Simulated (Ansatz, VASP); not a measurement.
## Li2GeAs2 in VASP and in Ansatz

Contents of INCAR:

```
SYSTEM = Li2GeAs2
ALGO     = Normal         ! electronic algorithm
EDIFF    = 1E-7           ! SCF threshold, eV
EDIFFG   = -0.04          ! ionic threshold
ENCUT    = 600            ! plane-wave cutoff, eV
GGA      = PE             ! functional
IBRION   = 2              ! ionic algorithm
ISIF     = 3              ! what is computed and relaxed
ISMEAR   = 0              ! smearing method
LASPH    = .True.         ! aspherical terms in the spheres
LCHARG   = .False.        ! write CHGCAR
LREAL    = .False.        ! projectors in reciprocal space
LWAVE    = .False.        ! write WAVECAR
NELM     = 80             ! most SCF steps
NSW      = 90             ! ionic steps
PREC     = Accurate       ! precision mode
SIGMA    = 0.1            ! smearing width, eV
```

The input KPOINTS:

```
k-points
0
Gamma
  6 6 2
  0 0 0
```

The input POSCAR:

```
Li2GeAs2
1.0
    3.6017492500      0.0000000000      0.0000000000
   -1.8008746200      3.1192063500      0.0000000000
    0.0000000000      0.0000000000      8.1099948900
Li Ge As
2 1 2
Direct
    0.3333333300      0.6666666700      0.5000000000
    0.6666666700      0.3333333300      0.5000000000
    0.0000000000      0.0000000000      0.5000000000
    0.0000000000      0.0000000000      0.8721511600
    0.0000000000      0.0000000000      0.1278488400
```

Input for Ansatz:

```yaml
crystal:
  lattice:
    - [3.60174925, 0.0, 0.0]
    - [-1.80087462, 3.11920635, 0.0]
    - [0.0, 0.0, 8.10999489]
  atoms:
    - { symbol: Li, position: [0.33333333, 0.66666667, 0.5] }
    - { symbol: Li, position: [0.66666667, 0.33333333, 0.5] }
    - { symbol: Ge, position: [0.0, 0.0, 0.5] }
    - { symbol: As, position: [0.0, 0.0, 0.87215116] }
    - { symbol: As, position: [0.0, 0.0, 0.12784884] }
basis:
  ecutwfc: 420
kpoints:
  mp_grid: { grid: [6, 6, 2] }
hamiltonian:
  xc: pbe
scf:
  occupations: { method: gaussian, width: 0.1 }
  lower_state_search: "off"
output:
  forces: true
  stress: true
  eigenvalues: true
relax:
  adjacent_minimum: "off"
  f_tol: 0.04
  max_steps: 70
  cell: { stress_tol: 0.4 }
```

Alike in both runs: task relaxation of cell and atoms; functional PBE; k mesh 6 × 6 × 2; occupations gaussian, width 0.1 eV; no spin polarisation.

|  | VASP | Ansatz |
| --- | --- | --- |
| version | VASP 6.6.1 | Ansatz 0.2.0 |
| potentials or method | VASP PAW PBE potentials, release 64 (Li_sv, Ge_d, As), cutoff 600 eV | scalar-relativistic, plane waves, PAW |
| valence electrons in the cell | 30 | 50 |

|  | VASP | Ansatz | Ansatz less VASP |
| --- | --- | --- | --- |
| gap on the k mesh at the Fermi level, each at its own relaxed structure (eV) | none | none | - |
| relaxed volume (Å³/atom) | 26.75 | 28.29 | +1.542 |
| relaxed length of the cell vector where the two differ most in proportion (Å) | 4.544 | 4.666 | +0.1216 |

A gap of «none» marks a metal or a gap that the smearing closes. One of these differences is far larger than is usual between the two programs; its cause wasn't traced. VASP's potentials hold 30 valence electrons a cell and Ansatz's 50, so a difference there can come from the potentials and not from the codes.

The k mesh is coarse, so the values compare programs but aren't converged. Noted on VASP's run: the cutoff is under 1.25 times that of the potentials, so the pressure is a little rough; the volume moved by over 15 % at a fixed basis, so the end points are rough.
